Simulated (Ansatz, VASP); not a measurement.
# One calculation of C, two programs

```xyz
4
Lattice="2.4281 0.0000 0.0000 -1.2140 2.1028 0.0000 0.0000 0.0000 4.0438" Properties=species:S:1:pos:R:3 pbc="T T T"
C     0.0000    1.4019    0.0023
C     1.2140    0.7009    2.0242
C     0.0000    1.4019    1.5141
C     1.2140    0.7009    3.5360
```

Change from the starting cell: hydrostatic strain -3.0%.

Alike in both runs: task single point; functional r2SCAN; k mesh 12 × 12 × 6; no spin polarisation.

|  | VASP | Ansatz |
| --- | --- | --- |
| version | VASP 6.6.1 | Ansatz 0.2.0 |
| potentials or method | VASP PAW PBE potentials, release 64 (C) | plane waves, PAW |
| plane-wave cutoff (eV) | 520 | 500 |
| occupations | gaussian, width 0.01 eV | fixed |
| valence electrons in the cell | 16 | 16 |

|  | VASP | Ansatz | Ansatz less VASP |
| --- | --- | --- | --- |
| gap on the k mesh at the Fermi level (eV) | 3.17 | 3.21 | +0.040 |
| pressure (GPa) | 50.2 | 48.7 | -1.54 |
| traceless stress, the component that is largest in VASP (GPa) | 0.75 | 0.77 | +0.022 |
| rms of the force components (eV/Å) | 0.006 | 0.000 | -0.0055 |

VASP's potentials were made for PBE, not for r2SCAN. Atom by atom the forces differ by 0.006 eV/Å (rms over components). Both programs put the cell under a high pressure, so it lies far from rest at this level.
